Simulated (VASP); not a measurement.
Input of a VASP 6.6.1 run:

INCAR

```
ALGO = Normal ; EDIFF = 1E-6
ENCUT = 520 ; ISIF = 2
ISMEAR = -1 ; LASPH = T
LCHARG = F ; LREAL = F
LWAVE = F ; NBANDS = 12
NELM = 100 ; PREC = Accurate
SIGMA = 0.1
```

KPOINTS

```
k-points
0
Gamma
  14 14 14
```

The input POSCAR:

```
Nb
1.0
   -1.6231103068      1.6231103068      1.6231103068
    1.6231103068     -1.6231103068      1.6231103068
    1.6231103068      1.6231103068     -1.6231103068
Nb
1
Direct
    0.0000000000      0.0000000000      0.0000000000
```

Potentials or basis: VASP PAW LDA potentials, release 64 (Nb_sv).

Launch:

```console
$ cat potpaw_LDA.64/Nb_sv/POTCAR > POTCAR
$ mpirun -np 1 vasp_std > vasp.out
```

What does it give for the pressure?

0.4 GPa.
